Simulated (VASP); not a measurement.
# Pb (Pm-3m) in VASP: a series of runs

Pb is run at these levels: PBE; tasks: single point.

Program: VASP 6.6.1. These are calculated values, not measurements. Logs are shortened: lines on timing, memory, paths and dates and some standing lists are left out, and cuts for length are marked.

## (1) The cell of the first run

It takes space group Pm-3m (No. 221, cubic). Conventional cell: a = 3.208 Å, b = 3.208 Å, c = 3.208 Å, α = 90.00°, β = 90.00°, γ = 90.00°. Pb (site symmetry m-3m) has 6 Pb at 3.21 Å within 4.2 Å.

This isn't the form of Pb at room conditions, which is fcc.

## (2) Single point, PBE (33.01 Å³/atom)

File INCAR:

```
ALGO     = Normal         # electronic algorithm
EDIFF    = 1E-6           # SCF threshold, eV
ENCUT    = 520            # plane-wave cutoff, eV
GGA      = PE             # functional
ISIF     = 2              # what is computed and relaxed
ISMEAR   = -1             # smearing method
LASPH    = True           # aspherical terms in the spheres
LCHARG   = False          # write CHGCAR
LREAL    = False          # projectors in reciprocal space
LWAVE    = False          # write WAVECAR
NBANDS   = 13             # bands
NELM     = 80             # most SCF steps
PREC     = Accurate       # precision mode
SIGMA    = 0.1            # smearing width, eV
```

File KPOINTS:

```
k-points
0
Gamma
  16 16 16
```

File POSCAR:

```
Pb
1.0
    3.2077672255      0.0000000000      0.0000000000
    0.0000000000      3.2077672255      0.0000000000
    0.0000000000      0.0000000000      3.2077672255
Pb
1
Direct
    0.0000000000      0.0000000000      0.0000000000
```

Potentials or basis: VASP PAW PBE potentials, release 64 (Pb_d).

Started as:

```
$ cat potpaw_PBE.64/Pb_d/POTCAR > POTCAR
$ mpirun -np 1 vasp_std > vasp.out
```

OUTCAR:

```text
EDIFF = 1E-6
   ENCUT = 520
   GGA = PE
   ISIF = 2
   ISMEAR = -1
   LASPH = True
   LREAL = False
   NELM = 80
   PREC = Accurate

 ion  position               nearest neighbor table
   1  0.000  0.000  0.000-

  LATTYP: Found a simple cubic cell.
 ALAT       =     3.2077672255

  Lattice vectors:

 A1 = (   3.2077672255,   0.0000000000,   0.0000000000)
 A2 = (   0.0000000000,   3.2077672255,   0.0000000000)
 A3 = (   0.0000000000,   0.0000000000,   3.2077672255)

Analysis of symmetry for initial positions (statically):
=====================================================================
 Subroutine PRICEL returns:
 Original cell was already a primitive cell.

 Routine SETGRP: Setting up the symmetry group for a
 simple cubic supercell.

 Subroutine GETGRP returns: Found 48 space group operations
 (whereof 48 operations were pure point group operations)
 out of a pool of 48 trial point group operations.

The static configuration has the point symmetry O_h .

Analysis of symmetry for dynamics (positions and initial velocities):
=====================================================================
 Subroutine PRICEL returns:
 Original cell was already a primitive cell.

 Routine SETGRP: Setting up the symmetry group for a
 simple cubic supercell.

 Subroutine GETGRP returns: Found 48 space group operations
 (whereof 48 operations were pure point group operations)
 out of a pool of 48 trial point group operations.

The dynamic configuration has the point symmetry O_h .

 Subroutine INISYM returns: Found 48 space group operations
 (whereof 48 operations are pure point group operations),
 and found     1 'primitive' translations

----------------------------------------------------------------------------------------

                                     Primitive cell

  volume of cell :      33.0072

  direct lattice vectors                    reciprocal lattice vectors
     3.207767226  0.000000000  0.000000000     0.311743319  0.000000000  0.000000000
     0.000000000  3.207767226  0.000000000     0.000000000  0.311743319  0.000000000
     0.000000000  0.000000000  3.207767226     0.000000000  0.000000000  0.311743319

  length of vectors
     3.207767226  3.207767226  3.207767226     0.311743319  0.311743319  0.311743319

  position of ions in fractional coordinates (direct lattice)
     0.000000000  0.000000000  0.000000000

  ion indices of the primitive-cell ions
   primitive index   ion index
                 1           1

----------------------------------------------------------------------------------------
[... 75 lines left out ...]
   NFREE  =      0    steps in history (QN), initial steepest desc. (CG)
   ISIF   =      2    stress and relaxation
   ISYM   =      2    0-nonsym 1-usesym 2-fastsym
   POTIM  = 0.5000    time-step for ionic-motion
   TEBEG  =    0.0;   TEEND  =   0.0 temperature during run
   PSTRESS=    0.0 pullay stress
   NELECT =      14.0000    total number of electrons
   NUPDOWN=      -1.0000    fix difference up-down
   EMIN   =  10.00;   EMAX   =-10.00  energy-range for DOS
   EFERMI =   0.00;   METHOD = LEGACY
   ISMEAR =    -1;   SIGMA  =   0.10  broadening in eV -4-tet -1-fermi 0-gaus
   EFERMI_NEDOS =   21; number of points for ismear=-14 and -15
   IALGO  =     38    algorithm
   IMIX   =      4    mixing-type and parameters
     AMIX     =   0.40;   BMIX     =  1.00
     AMIX_MAG =   1.60;   BMIX_MAG =  1.00
  volume/ion in A,a.u.               =      33.01       222.74
  Fermi-wavevector in a.u.,A,eV,Ry     =   1.230027  2.324414 20.585160  1.512967
  Thomas-Fermi vector in A             =   2.364892
   LORBIT       =      0    0 simple, 1 ext, 2 COOP (PROOUT), +10 PAW based schemes
   GGA     = PE    functional components
   LHFCALC =     F    Hartree Fock is set to
   AEXX    =    0.0000 exact exchange contribution
   IVDW    =     0    specifies the selected vdW correction
   LEPSILON=     F    determine dielectric tensor
   LRPA    =     F    only Hartree local field effects (RPA)
 non-spin polarized calculation
  energy-cutoff  :      520.00
  volume of cell :       33.01
 maximum number of plane-waves:       912
 NGX is ok and might be reduce to    24
   NGX = 11   NGY = 11   NGZ = 11

 number of electron      14.0000010 magnetization

 Free energy of the ion-electron system (eV)
  ---------------------------------------------------
  ext. energy  EPLUGINS =         0.00000000
  ---------------------------------------------------
  free energy    TOTEN  =        -3.37576414 eV

  energy without entropy =       -3.35426928  energy(sigma->0) =       -3.36501671

 E-fermi :   6.1410     XC(G=0):  -9.6777

 val. band max:        6.1378221763   @ k =   0.4375   0.4375   0.3750
 cond. band min:       6.1546457370   @ k =   0.5000   0.4375   0.4375
 fundamental gap:      0.0168235607
 Fermi energy:         6.1409956685

 k-point     1 :       0.0000    0.0000    0.0000
  band No.  band energies     occupation
      1     -11.1111      2.00000
      2     -11.1111      2.00000
      3     -10.5000      2.00000
      4     -10.5000      2.00000
      5     -10.5000      2.00000
      6      -5.2068      2.00000
      7      11.1392      0.00000
      8      11.1392      0.00000
      9      11.1392      0.00000
     10      14.1049      0.00000
     11      15.5421      0.00000
     12      15.5421      0.00000
     13      24.2342      0.00000
[... 354 lines left out ...]
  band No.  band energies     occupation
      1     -11.0305      2.00000
      2     -10.6996      2.00000
      3     -10.6613      2.00000
      4     -10.6313      2.00000
      5     -10.5097      2.00000
      6      -2.5167      2.00000
      7       2.3288      2.00000
      8      11.3264      0.00000
      9      13.7839      0.00000
     10      14.9867      0.00000
     11      17.2304      0.00000
     12      18.4244      0.00000
     13      19.7462      0.00000

 [... further k-points ...]
[... 5 lines left out ...]
  --------------------------------------------------------------------------------------
  -------------------------------------------------------------------------------------
  Total        0.3350946      0.3350946      0.3350946      0.0000000     -0.0000000      0.0000000
  in kB       16.2655791     16.2655791     16.2655791      0.0000000     -0.0000000      0.0000000
  external PRESSURE =      16.2655791 kB  Pullay stress =       0.0000000 kB

 VOLUME and BASIS-vectors are now :
 -----------------------------------------------------------------------------
  energy-cutoff  :      520.00
  volume of cell :       33.01
      direct lattice vectors                 reciprocal lattice vectors
     3.207767226  0.000000000  0.000000000     0.311743319  0.000000000  0.000000000
     0.000000000  3.207767226  0.000000000     0.000000000  0.311743319  0.000000000
     0.000000000  0.000000000  3.207767226     0.000000000  0.000000000  0.311743319

 POSITION                                       TOTAL-FORCE (eV/Angst)
 -----------------------------------------------------------------------------------
      0.00000      0.00000      0.00000         0.000000      0.000000      0.000000
 -----------------------------------------------------------------------------------
    total drift:                                0.000000      0.000000      0.000000

  FREE ENERGIE OF THE ION-ELECTRON SYSTEM (eV)
  ---------------------------------------------------
  free  energy   TOTEN  =        -3.3757641379 eV

  energy  without entropy=       -3.3542692751  energy(sigma->0) =       -3.36501671
```

OSZICAR:

```text
N       E                     dE             d eps       ncg     rms          rms(c)
DAV:   1     0.108563526830E+03    0.10856E+03   -0.71752E+03  4350   0.123E+03
DAV:   2     0.204440613064E+01   -0.10652E+03   -0.10323E+03  4510   0.309E+02
DAV:   3    -0.324747615967E+01   -0.52919E+01   -0.52737E+01  5300   0.749E+01
DAV:   4    -0.337801508953E+01   -0.13054E+00   -0.13051E+00  5125   0.127E+01
DAV:   5    -0.338399658601E+01   -0.59815E-02   -0.59814E-02  5922   0.249E+00    0.688E-01
DAV:   6    -0.337655030670E+01    0.74463E-02   -0.14170E-02  5358   0.212E+00    0.365E-01
DAV:   7    -0.337561035049E+01    0.93996E-03   -0.66066E-03  5515   0.139E+00    0.111E-01
DAV:   8    -0.337577130094E+01   -0.16095E-03   -0.62351E-04  5060   0.356E-01    0.125E-02
DAV:   9    -0.337576607730E+01    0.52236E-05   -0.19378E-05  5597   0.694E-02    0.656E-03
DAV:  10    -0.337576370735E+01    0.23699E-05   -0.24927E-06  4680   0.132E-02    0.965E-04
DAV:  11    -0.337576413793E+01   -0.43058E-06   -0.92028E-08  2830   0.401E-03
   1 F= -.33757641E+01 E0= -.33650167E+01  d E =-.214949E-01
```

stdout:

```text
POSCAR found type information on POSCAR Pb
 POSCAR found :  1 types and       1 ions
 scaLAPACK will be used
 LDA part: xc-table for (Slater+PW92), standard interpolation
 POSCAR, INCAR and KPOINTS ok, starting setup
 FFT: planning ... GRIDC
 FFT: planning ... GRID_SOFT
 FFT: planning ... GRID
 WAVECAR not read
 entering main loop
```

Run time: 49 s. Hardware: 1 thread of Intel Xeon Platinum 8259CL at 2.50GHz (Skylake/Cascade Lake), shared host; peak memory 0.18 GiB.

What came out:

| Property | Result |
| --- | --- |
| Free energy | -3.3758 eV |
| Pressure | 1.6 GPa |
| Band gap on the k mesh | zero (bands 7 and 8 overlap by 6.85 eV) |

Levels at points of the mesh, in eV from the Fermi level:
```tsv
k point	band 4	band 5	band 6	band 7	band 8	band 9	band 10	band 11
(0.00, 0.00, 0.00)	-16.64	-16.64	-11.35	5.00	5.00	5.00	7.96	9.40
(0.50, 0.00, 0.00)	-16.81	-16.63	-8.87	-4.05	7.36	7.36	10.72	10.99
(0.50, 0.50, 0.00)	-16.79	-16.45	-6.46	-1.86	-1.86	3.50	9.97	12.95
(0.50, 0.50, 0.50)	-16.44	-16.44	-3.99	0.25	0.25	0.25	6.45	6.45
```

Caveat: spin-orbit coupling is left out, which moves the levels of the heavy elements.

## (3) Single point, PBE

This run uses another cell than the first one, of 34.38 Å³/atom.

File INCAR:

```
PREC     = Accurate       # precision mode
ENCUT    = 520            # plane-wave cutoff, eV
EDIFF    = 1E-7           # SCF threshold, eV
ISMEAR   = -1             # smearing method
SIGMA    = 0.1            # smearing width, eV
LREAL    = False          # projectors in reciprocal space
LASPH    = True           # aspherical terms in the spheres
NELM     = 100            # most SCF steps
ALGO     = Normal         # electronic algorithm
ISIF     = 2              # what is computed and relaxed
LWAVE    = False          # write WAVECAR
LCHARG   = False          # write CHGCAR
GGA      = PE             # functional
NBANDS   = 13             # bands
```

File KPOINTS:

```
regular mesh
0
Gamma
  16 16 16
```

File POSCAR:

```
Pb
1.0
    3.2517147034      0.0000000000      0.0000000000
    0.0000000000      3.2517147034      0.0000000000
    0.0000000000      0.0000000000      3.2517147034
Pb
1
Direct
    0.0000000000      0.0000000000      0.0000000000
```

Potentials or basis: VASP PAW PBE potentials, release 64 (Pb_d).

Started as:

```
$ cat potpaw_PBE.64/Pb_d/POTCAR > POTCAR
$ mpirun -np 1 vasp_std > vasp.out
```

Wall time 47 s (1 thread of Intel Xeon Platinum 8259CL at 2.50GHz (Skylake/Cascade Lake), shared host); peak memory 0.19 GiB.

The run converged. Its results:

| Item | Value |
| --- | --- |
| Free energy | -3.3832 eV |
| Pressure | 0.0 GPa |
| Band gap on the k mesh | zero (bands 7 and 8 overlap by 6.60 eV) |

Levels at points of the mesh, in eV from the Fermi level:
```csv
k point,band 4,band 5,band 6,band 7,band 8,band 9,band 10,band 11
"(0.00, 0.00, 0.00)",-16.64,-16.64,-11.10,4.85,4.85,4.85,7.68,9.19
"(0.50, 0.00, 0.00)",-16.78,-16.63,-8.78,-3.85,7.07,7.07,10.57,10.93
"(0.50, 0.50, 0.00)",-16.77,-16.46,-6.54,-1.75,-1.75,3.52,9.49,12.80
"(0.50, 0.50, 0.50)",-16.46,-16.46,-4.24,0.25,0.25,0.25,6.37,6.37
```

Caveat: spin-orbit coupling is left out, which moves the levels of the heavy elements.
